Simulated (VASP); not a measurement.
# SrO (Fm-3m) in VASP: a series of runs

SrO is run at these levels: r2SCAN; tasks: relaxation of the atoms.

Program: VASP 6.6.1. These are calculated values, not measurements. Logs are shortened: lines on timing, memory, paths and dates and some standing lists are left out, and cuts for length are marked.

### 1 The cell of the first run

The structure is cubic, space group Fm-3m (No. 225). Conventional cell: a = 5.091 Å, b = 5.091 Å, c = 5.091 Å, α = 90.00°, β = 90.00°, γ = 90.00°. Within 3.4 Å of Sr (site symmetry m-3m) lie 6 O at 2.55 Å. Within 3.4 Å of O (site symmetry m-3m) lie 6 Sr at 2.55 Å.

### 2 Relaxation of the atoms, r2SCAN

POSCAR

```
SrO
1.0
    0.0000000000      2.5456586500      2.5456586500
    2.5456586500      0.0000000000      2.5456586500
    2.5456586500      2.5456586500      0.0000000000
Sr O
1 1
Direct
    0.5000000000      0.5000000000      0.5000000000
    0.0000000000      0.0000000000      0.0000000000
```

INCAR.step1

```
  PREC = Accurate
  ENCUT = 520
  ISMEAR = -1
  SIGMA = 0.02
  LREAL = False
  LASPH = True
  NELM = 80
  GGA = PE
  ALGO = Normal
  EDIFF = 1E-4
  LWAVE = True
  LCHARG = False
```

INCAR.step2

```
  PREC = Accurate
  ENCUT = 520
  EDIFF = 1E-6
  ISMEAR = -1
  SIGMA = 0.02
  LREAL = False
  LASPH = True
  NELM = 80
  ALGO = Normal
  ISIF = 2
  LWAVE = False
  LCHARG = False
  METAGGA = R2SCAN
  LMIXTAU = True
  IBRION = 2
  NSW = 50
  EDIFFG = -0.01
  ISTART = 1
```

KPOINTS

```
regular mesh
0
Gamma
  10 10 10
```

Potentials or basis: VASP PAW PBE potentials, release 64 (Sr_sv, O).

On the command line:

```
$ cat potpaw_PBE.64/Sr_sv/POTCAR potpaw_PBE.64/O/POTCAR > POTCAR
$ cp INCAR.step1 INCAR
$ mpirun -np 1 vasp_std > vasp.out
$ cp INCAR.step2 INCAR
$ mpirun -np 1 vasp_std > vasp.out
```

OUTCAR:

```text
PREC = Accurate
   ENCUT = 520
   EDIFF = 1E-6
   ISMEAR = -1
   LREAL = False
   LASPH = True
   NELM = 80
   ISIF = 2
   METAGGA = R2SCAN
   IBRION = 2
   NSW = 50
   EDIFFG = -0.01
   ISTART = 1

 ion  position               nearest neighbor table
   1  0.500  0.500  0.500-   2 2.55   2 2.55   2 2.55   2 2.55   2 2.55   2 2.55
   2  0.000  0.000  0.000-   1 2.55   1 2.55   1 2.55   1 2.55   1 2.55   1 2.55

  LATTYP: Found a face centered cubic cell.
 ALAT       =     5.0913173000

  Lattice vectors:

 A1 = (   0.0000000000,   2.5456586500,   2.5456586500)
 A2 = (   2.5456586500,   0.0000000000,   2.5456586500)
 A3 = (   2.5456586500,   2.5456586500,   0.0000000000)

Analysis of symmetry for initial positions (statically):
=====================================================================
 Subroutine PRICEL returns:
 Original cell was already a primitive cell.

 Routine SETGRP: Setting up the symmetry group for a
 face centered cubic supercell.

 Subroutine GETGRP returns: Found 48 space group operations
 (whereof 48 operations were pure point group operations)
 out of a pool of 48 trial point group operations.

The static configuration has the point symmetry O_h .

Analysis of symmetry for dynamics (positions and initial velocities):
=====================================================================
 Subroutine PRICEL returns:
 Original cell was already a primitive cell.

 Routine SETGRP: Setting up the symmetry group for a
 face centered cubic supercell.

 Subroutine GETGRP returns: Found 48 space group operations
 (whereof 48 operations were pure point group operations)
 out of a pool of 48 trial point group operations.

The dynamic configuration has the point symmetry O_h .

 Subroutine INISYM returns: Found 48 space group operations
 (whereof 48 operations are pure point group operations),
 and found     1 'primitive' translations

----------------------------------------------------------------------------------------

                                     Primitive cell

  volume of cell :      32.9937

  direct lattice vectors                    reciprocal lattice vectors
     0.000000000  2.545658650  2.545658650    -0.196412822  0.196412822  0.196412822
     2.545658650  0.000000000  2.545658650     0.196412822 -0.196412822  0.196412822
     2.545658650  2.545658650  0.000000000     0.196412822  0.196412822 -0.196412822

  length of vectors
     3.600104988  3.600104988  3.600104988     0.340196987  0.340196987  0.340196987

  position of ions in fractional coordinates (direct lattice)
     0.500000000  0.500000000  0.500000000
     0.000000000  0.000000000  0.000000000

  ion indices of the primitive-cell ions
   primitive index   ion index
                 1           1
                 2           2

----------------------------------------------------------------------------------------

 KPOINTS: regular mesh

Automatic generation of k-mesh.
 Grid dimensions read from file:
 generate k-points for:   10   10   10

 Generating k-lattice:

  Cartesian coordinates                     Fractional coordinates (reciprocal lattice)
    -0.019641282  0.019641282  0.019641282     0.100000000  0.000000000  0.000000000
     0.019641282 -0.019641282  0.019641282     0.000000000  0.100000000  0.000000000
     0.019641282  0.019641282 -0.019641282     0.000000000  0.000000000  0.100000000

  Length of vectors
     0.034019699  0.034019699  0.034019699

  Shift w.r.t. Gamma in fractional coordinates (k-lattice)
     0.000000000  0.000000000  0.000000000

 Subroutine IBZKPT returns following result:
 ===========================================

 Found     47 irreducible k-points:

 Following reciprocal coordinates:
            Coordinates               Weight
  0.000000  0.000000  0.000000      1.000000
  0.100000  0.000000  0.000000      8.000000
  0.200000  0.000000  0.000000      8.000000
  0.300000  0.000000  0.000000      8.000000
  0.400000  0.000000  0.000000      8.000000
  0.500000  0.000000  0.000000      4.000000
[... 16 lines left out ...]
  0.300000  0.300000  0.000000      6.000000
  0.400000  0.300000  0.000000     24.000000
 [... further k-points ...]
   k-points           NKPTS =     47   k-points in BZ     NKDIM =     47   number of bands    NBANDS=     12
   number of dos      NEDOS =    301   number of ions     NIONS =      2
   total plane-waves  NPLWV =  21952
   dimension x,y,z NGX =    28 NGY =   28 NGZ =   28
   dimension x,y,z NGXF=    56 NGYF=   56 NGZF=   56
   ions per type =               1   1
   NGX,Y,Z   is equivalent  to a cutoff of  12.93, 12.93, 12.93 a.u.
   NGXF,Y,Z  is equivalent  to a cutoff of  25.86, 25.86, 25.86 a.u.
 SYSTEM =  unknown system
   PREC   = accura    normal or accurate (medium, high low for compatibility)
   ISTART =      1    job   : 0-new  1-cont  2-samecut
   ICHARG =      0    charge: 1-file 2-atom 10-const
   ISPIN  =      1    spin polarized calculation?
   LNONCOLLINEAR =      F non collinear calculations
   LSORBIT =      F    spin-orbit coupling
   LASPH  =      T    aspherical Exc in radial PAW
   ENCUT  =  520.0 eV  38.22 Ry    6.18 a.u.   6.69  6.69  6.69*2*pi/ulx,y,z
   NELM   =     80;   NELMIN=  2; NELMDL=  0     # of ELM steps
   EDIFF  = 0.1E-05   stopping-criterion for ELM
   LREAL  =      F    real-space projection
   EDIFFG = -.1E-01   stopping-criterion for IOM
   NSW    =     50    number of steps for IOM
   IBRION =      2    ionic relax: 0-MD 1-quasi-New 2-CG
   NFREE  =      1    steps in history (QN), initial steepest desc. (CG)
   ISIF   =      2    stress and relaxation
   ISYM   =      2    0-nonsym 1-usesym 2-fastsym
   POTIM  = 0.5000    time-step for ionic-motion
   TEBEG  =    0.0;   TEEND  =   0.0 temperature during run
   PSTRESS=    0.0 pullay stress
   NELECT =      16.0000    total number of electrons
   NUPDOWN=      -1.0000    fix difference up-down
   EMIN   =  10.00;   EMAX   =-10.00  energy-range for DOS
   EFERMI =   0.00;   METHOD = LEGACY
   ISMEAR =    -1;   SIGMA  =   0.02  broadening in eV -4-tet -1-fermi 0-gaus
   EFERMI_NEDOS =   21; number of points for ismear=-14 and -15
   IALGO  =     38    algorithm
   IMIX   =      4    mixing-type and parameters
     AMIX     =   0.40;   BMIX     =  1.00
     AMIX_MAG =   1.60;   BMIX_MAG =  1.00
  volume/ion in A,a.u.               =      16.50       111.33
  Fermi-wavevector in a.u.,A,eV,Ry     =   1.286189  2.430544 22.507861  1.654281
  Thomas-Fermi vector in A             =   2.418278
   LORBIT       =      0    0 simple, 1 ext, 2 COOP (PROOUT), +10 PAW based schemes
   METAGGA = R2SCAN    functional components
   LHFCALC =     F    Hartree Fock is set to
   AEXX    =    0.0000 exact exchange contribution
   IVDW    =     0    specifies the selected vdW correction
   LEPSILON=     F    determine dielectric tensor
   LRPA    =     F    only Hartree local field effects (RPA)
 conjugate gradient relaxation of ions
 non-spin polarized calculation
  energy-cutoff  :      520.00
  volume of cell :       32.99
 maximum number of plane-waves:       907
   NGX = 13   NGY = 13   NGZ = 13

 number of electron      15.9999995 magnetization

 Free energy of the ion-electron system (eV)
  ---------------------------------------------------
  ext. energy  EPLUGINS =         0.00000000
  ---------------------------------------------------
  free energy    TOTEN  =       -27.03300051 eV

  energy without entropy =      -27.03300051  energy(sigma->0) =      -27.03300051

 E-fermi :   1.9340     XC(G=0): -10.7402

 val. band max:        1.4828009492   @ k =   0.0000   0.0000   0.0000
 cond. band min:       5.2076350530   @ k =   0.5000   0.5000   0.0000
 fundamental gap:      3.7248341038
 Fermi energy:         1.9340157502

 k-point     1 :       0.0000    0.0000    0.0000
  band No.  band energies     occupation
      1     -31.8836      2.00000
      2     -14.5813      2.00000
      3     -12.8738      2.00000
      4     -12.8738      2.00000
      5     -12.8738      2.00000
      6       1.4828      2.00000
      7       1.4828      2.00000
      8       1.4828      2.00000
      9       6.3700      0.00000
     10       8.3271      0.00000
     11       8.3271      0.00000
     12       8.3271      0.00000

 k-point     2 :       0.1000    0.0000    0.0000
  band No.  band energies     occupation
      1     -31.8686      2.00000
      2     -14.7828      2.00000
      3     -12.8817      2.00000
      4     -12.8817      2.00000
      5     -12.7084      2.00000
      6       1.1912      2.00000
      7       1.3475      2.00000
      8       1.3475      2.00000
      9       6.8300      0.00000
     10       8.2088      0.00000
     11       8.5352      0.00000
     12       8.5352      0.00000

 k-point     3 :       0.2000    0.0000    0.0000
  band No.  band energies     occupation
      1     -31.8292      2.00000
      2     -15.2006      2.00000
      3     -12.9024      2.00000
      4     -12.9024      2.00000
      5     -12.3854      2.00000
      6       0.5581      2.00000
      7       1.0200      2.00000
      8       1.0200      2.00000
      9       7.9210      0.00000
     10       8.1150      0.00000
     11       9.1245      0.00000
     12       9.1245      0.00000

 k-point     4 :       0.3000    0.0000    0.0000
  band No.  band energies     occupation
      1     -31.7798      2.00000
      2     -15.6116      2.00000
      3     -12.9277      2.00000
      4     -12.9277      2.00000
      5     -12.0917      2.00000
      6      -0.0806      2.00000
      7       0.6572      2.00000
      8       0.6572      2.00000
      9       8.2189      0.00000
     10       9.2861      0.00000
     11       9.9697      0.00000
     12       9.9697      0.00000

 k-point     5 :       0.4000    0.0000    0.0000
  band No.  band energies     occupation
      1     -31.7393      2.00000
      2     -15.8988      2.00000
      3     -12.9477      2.00000
      4     -12.9477      2.00000
      5     -11.8994      2.00000
      6      -0.5303      2.00000
      7       0.3901      2.00000
      8       0.3901      2.00000
      9       8.5439      0.00000
     10      10.3878      0.00000
     11      10.7879      0.00000
     12      10.7880      0.00000
[... 228 lines left out ...]
      1     -31.7260      2.00000
      2     -15.6782      2.00000
      3     -13.2939      2.00000
      4     -12.9589      2.00000
      5     -12.0858      2.00000
      6      -0.2503      2.00000
      7       0.3946      2.00000
      8       0.9790      2.00000
      9       8.3417      0.00000
     10       9.2916      0.00000
     11      10.5470      0.00000
     12      11.2198      0.00000

 k-point    22 :      -0.2000    0.2000    0.0000
  band No.  band energies     occupation
      1     -31.7636      2.00000
      2     -15.5473      2.00000
      3     -13.1851      2.00000
      4     -12.9072      2.00000
      5     -12.1186      2.00000
      6      -0.1128      2.00000
      7       0.4864      2.00000
      8       1.1559      2.00000
      9       7.9342      0.00000
     10       9.0167      0.00000
     11       9.7550      0.00000
     12      10.7916      0.00000

 k-point    23 :       0.3000    0.3000    0.0000
  band No.  band energies     occupation
      1     -31.7487      2.00000
      2     -15.2126      2.00000
      3     -13.1352      2.00000
      4     -13.1352      2.00000
      5     -12.6925      2.00000
      6       0.2234      2.00000
      7       1.3516      2.00000
      8       1.3516      2.00000
      9       5.9763      0.00000
     10       8.9210      0.00000
     11      11.5304      0.00000
     12      11.5304      0.00000

 k-point    24 :       0.4000    0.3000    0.0000
  band No.  band energies     occupation
      1     -31.7179      2.00000
      2     -15.2129      2.00000
      3     -13.2600      2.00000
      4     -13.1737      2.00000
      5     -12.8226      2.00000
      6       0.4381      2.00000
      7       1.1895      2.00000
      8       1.2613      2.00000
      9       5.9202      0.00000
     10       9.6142      0.00000
     11      11.8570      0.00000
     12      12.0540      0.00000

 [... further k-points ...]

------------------------ aborting loop because EDIFF is reached ----------------------------------------

  FORCE on cell =-STRESS in cart. coord.  units (eV):
  Direction    XX          YY          ZZ          XY          YZ          ZX
  --------------------------------------------------------------------------------------
  -------------------------------------------------------------------------------------
  Total        0.9751912      0.9751912      0.9751912      0.0000000      0.0000000     -0.0000000
  in kB       47.3554384     47.3554384     47.3554384      0.0000000      0.0000000     -0.0000000
  external PRESSURE =      47.3554384 kB  Pullay stress =       0.0000000 kB

 VOLUME and BASIS-vectors are now :
 -----------------------------------------------------------------------------
  energy-cutoff  :      520.00
  volume of cell :       32.99
      direct lattice vectors                 reciprocal lattice vectors
     0.000000000  2.545658650  2.545658650    -0.196412822  0.196412822  0.196412822
     2.545658650  0.000000000  2.545658650     0.196412822 -0.196412822  0.196412822
     2.545658650  2.545658650  0.000000000     0.196412822  0.196412822 -0.196412822

 POSITION                                       TOTAL-FORCE (eV/Angst)
 -----------------------------------------------------------------------------------
      2.54566      2.54566      2.54566         0.000000     -0.000000      0.000000
      0.00000      0.00000      0.00000        -0.000000      0.000000     -0.000000
 -----------------------------------------------------------------------------------
    total drift:                                0.000000      0.000000      0.000000

  FREE ENERGIE OF THE ION-ELECTRON SYSTEM (eV)
  ---------------------------------------------------
  free  energy   TOTEN  =       -27.0330005097 eV

  energy  without entropy=      -27.0330005097  energy(sigma->0) =      -27.03300051

 reached required accuracy - stopping structural energy minimisation
```

Run time: 2 min. Hardware: 1 thread of Intel Xeon 8259CL, shared host; peak memory 0.18 GiB.

Results:

```
Free energy             : -27.0330 eV
Pressure after relaxing : 4.7 GPa
Band gap on the k mesh  : 3.72 eV (least direct gap 3.79 eV)
```

Final structure:
```yaml
crystal:
  lattice:
    - [0.00000, 2.54566, 2.54566]
    - [2.54566, 0.00000, 2.54566]
    - [2.54566, 2.54566, 0.00000]
  atoms:
    - { symbol: Sr, position: [0.50000, 0.50000, 0.50000] }
    - { symbol: O, position: [0.00000, 0.00000, 0.00000] }
```

Levels at points of the mesh, in eV from the valence-band top:
| k point | band 6 | band 7 | band 8 | band 9 | band 10 | band 11 |
| --- | --- | --- | --- | --- | --- | --- |
| (0.00, 0.00, 0.00) | 0.00 | 0.00 | 0.00 | 4.89 | 6.84 | 6.84 |
| (0.50, 0.00, 0.00) | -2.17 | -1.19 | -1.19 | 7.25 | 9.33 | 9.66 |
| (0.50, 0.50, 0.00) | -0.37 | -0.06 | -0.06 | 3.72 | 8.76 | 11.12 |

Caveat: the relaxation stopped at its first step, so nothing moved; the PAW data sets were made with another functional, which shifts forces and pressure a little.

### 3 Relaxation of the atoms, r2SCAN

This run uses another cell than the first one, of 17.87 Å³/atom.

POSCAR

```
SrO
1.0
    0.0000000000      2.6144933200      2.6144933200
    2.6144933200      0.0000000000      2.6144933200
    2.6144933200      2.6144933200      0.0000000000
Sr O
1 1
Direct
    0.5000000000      0.5000000000      0.5000000000
    0.0000000000      0.0000000000      0.0000000000
```

INCAR.step1

```
SYSTEM = SrO
ALGO = Normal
EDIFF = 1E-4
ENCUT = 520
GGA = PE
ISMEAR = -1
LASPH = .True.
LCHARG = .False.
LREAL = .False.
LWAVE = .True.
NELM = 60
PREC = Accurate
SIGMA = 0.02
```

INCAR.step2

```
SYSTEM = SrO
ALGO = Normal
EDIFF = 1E-6
EDIFFG = -0.01
ENCUT = 520
IBRION = 2
ISIF = 2
ISMEAR = -1
ISTART = 1
LASPH = .True.
LCHARG = .False.
LMIXTAU = .True.
LREAL = .False.
LWAVE = .False.
METAGGA = R2SCAN
NELM = 60
NSW = 50
PREC = Accurate
SIGMA = 0.02
```

KPOINTS

```
k-points
0
Gamma
  10 10 10
  0 0 0
```

Potentials or basis: VASP PAW PBE potentials, release 64 (Sr_sv, O).

On the command line:

```
$ cat potpaw_PBE.64/Sr_sv/POTCAR potpaw_PBE.64/O/POTCAR > POTCAR
$ cp INCAR.step1 INCAR
$ mpirun -np 1 vasp_std > vasp.out
$ cp INCAR.step2 INCAR
$ mpirun -np 1 vasp_std > vasp.out
```

Wall time 1.7 min (1 thread of Intel Xeon 8259CL, shared host); peak memory 0.18 GiB.

The run converged. Its results:

```
Free energy             : -27.0455 eV
Pressure after relaxing : -3.0 GPa
Band gap on the k mesh  : 3.76 eV (least direct gap 3.88 eV)
```

Final structure:
```
Sr O
1.0
     0.00000    2.61449    2.61449
     2.61449    0.00000    2.61449
     2.61449    2.61449    0.00000
Sr O
1 1
Direct
  0.50000 0.50000 0.50000
  0.00000 0.00000 0.00000
```

Levels at points of the mesh, in eV from the valence-band top:
| k point | band 5 | band 6 | band 7 | band 8 | band 9 | band 10 | band 11 | band 12 |
| --- | --- | --- | --- | --- | --- | --- | --- | --- |
| (0.00, 0.00, 0.00) | -14.73 | 0.00 | 0.00 | 0.00 | 4.29 | 6.66 | 6.66 | 6.66 |
| (0.50, 0.00, 0.00) | -13.74 | -2.02 | -1.03 | -1.03 | 6.89 | 8.66 | 9.19 | 9.19 |
| (0.50, 0.50, 0.00) | -15.04 | -0.51 | -0.12 | -0.12 | 3.76 | 8.14 | 10.58 | 10.65 |

Caveat: the relaxation stopped at its first step, so nothing moved; the PAW data sets were made with another functional, which shifts forces and pressure a little.

### 4 Relaxation of the atoms, r2SCAN

This run uses another cell than the first one, of 18.22 Å³/atom.

POSCAR

```
SrO
1.0
    0.0000000000      2.6311465900      2.6311465900
    2.6311465900      0.0000000000      2.6311465900
    2.6311465900      2.6311465900      0.0000000000
Sr O
1 1
Direct
    0.5000000000      0.5000000000      0.5000000000
    0.0000000000      0.0000000000      0.0000000000
```

INCAR.step1

```
  PREC = Accurate
  ENCUT = 520
  ISMEAR = -1
  SIGMA = 0.02
  LREAL = False
  LASPH = True
  NELM = 60
  GGA = PE
  ALGO = Normal
  EDIFF = 1E-4
  LWAVE = True
  LCHARG = False
```

INCAR.step2

```
  PREC = Accurate
  ENCUT = 520
  EDIFF = 1E-7
  ISMEAR = -1
  SIGMA = 0.02
  LREAL = False
  LASPH = True
  NELM = 60
  ALGO = Normal
  ISIF = 2
  LWAVE = False
  LCHARG = False
  METAGGA = R2SCAN
  LMIXTAU = True
  IBRION = 2
  NSW = 50
  EDIFFG = -0.01
  ISTART = 1
```

KPOINTS

```
regular mesh
0
Gamma
  10 10 10
```

On the command line:

```
$ cat potpaw_PBE.64/Sr_sv/POTCAR potpaw_PBE.64/O/POTCAR > POTCAR
$ cp INCAR.step1 INCAR
$ mpirun -np 1 vasp_std > vasp.out
$ cp INCAR.step2 INCAR
$ mpirun -np 1 vasp_std > vasp.out
```

Wall time 1.8 min (1 thread of Intel Xeon 8259CL, shared host); peak memory 0.18 GiB.

It converged, with:

```
Free energy             : -27.0301 eV
Pressure after relaxing : -4.4 GPa
Band gap on the k mesh  : 3.77 eV (least direct gap 3.89 eV)
```

Final structure:
```xyz
2
Lattice="0.0000 2.6311 2.6311 2.6311 0.0000 2.6311 2.6311 2.6311 0.0000" Properties=species:S:1:pos:R:3 pbc="T T T"
Sr    2.6311    2.6311    2.6311
O     0.0000    0.0000    0.0000
```

Levels at points of the mesh, in eV from the valence-band top:
```csv
k point,band 6,band 7,band 8,band 9,band 10,band 11
"(0.00, 0.00, 0.00)",0.00,0.00,0.00,4.16,6.61,6.61
"(0.50, 0.00, 0.00)",-1.99,-1.00,-1.00,6.80,8.51,9.08
"(0.50, 0.50, 0.00)",-0.54,-0.13,-0.13,3.77,7.99,10.46
```

Caveat: the relaxation stopped at its first step, so nothing moved; the PAW data sets were made with another functional, which shifts forces and pressure a little.

### 5 Summary

```tsv
cell	gap on the mesh (eV)	pressure (GPa)
atoms relaxed from a = 3.600 Å, angles 60.0°, 2 atoms	3.72	4.7
atoms relaxed from a = 3.697 Å, angles 60.0°, 2 atoms	3.76	-3.0
atoms relaxed from a = 3.721 Å, angles 60.0°, 2 atoms	3.77	-4.4
```

Alike in all rows: task relaxation of the atoms; level r2SCAN; potentials or basis VASP PAW PBE potentials, release 64 (Sr_sv, O); no spin polarisation; k mesh 10 × 10 × 10; cutoff (eV) 520; smearing fermi-dirac 0.02 eV.

Caveats: the relaxation stopped at its first step, so nothing moved; the PAW data sets were made with another functional, which shifts forces and pressure a little.

Absolute energies hang on the potentials; compare differences alone.
